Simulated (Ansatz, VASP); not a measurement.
**Rb in VASP and in Ansatz**

```xyz
1
Lattice="0.0000 3.6399 3.6399 3.6399 0.0000 3.6399 3.6399 3.6399 0.0000" Properties=species:S:1:pos:R:3 pbc="T T T"
Rb    0.0000    0.0000    0.0000
```

Alike in both runs: task single point; functional PBE; k mesh 2 × 2 × 2; no spin polarisation.

|  | VASP | Ansatz |
| --- | --- | --- |
| version | VASP 6.6.1 | Ansatz 0.2.0 |
| potentials or method | VASP PAW PBE potentials, release 64 (Rb_sv), cutoff 520 eV | scalar-relativistic, plane waves, PAW |
| occupations | methfessel-paxton of order 1, width 0.272114 eV | cold |
| valence electrons in the cell | 9 | 9 |

|  | VASP | Ansatz | Ansatz less VASP |
| --- | --- | --- | --- |
| gap on the k mesh at the Fermi level (eV) | none | none | - |
| pressure (GPa) | -0.2 | -0.2 | +0.02 |

A gap of «none» marks a metal or a gap that the smearing closes.

The k mesh is coarse, so the values compare programs but aren't converged.
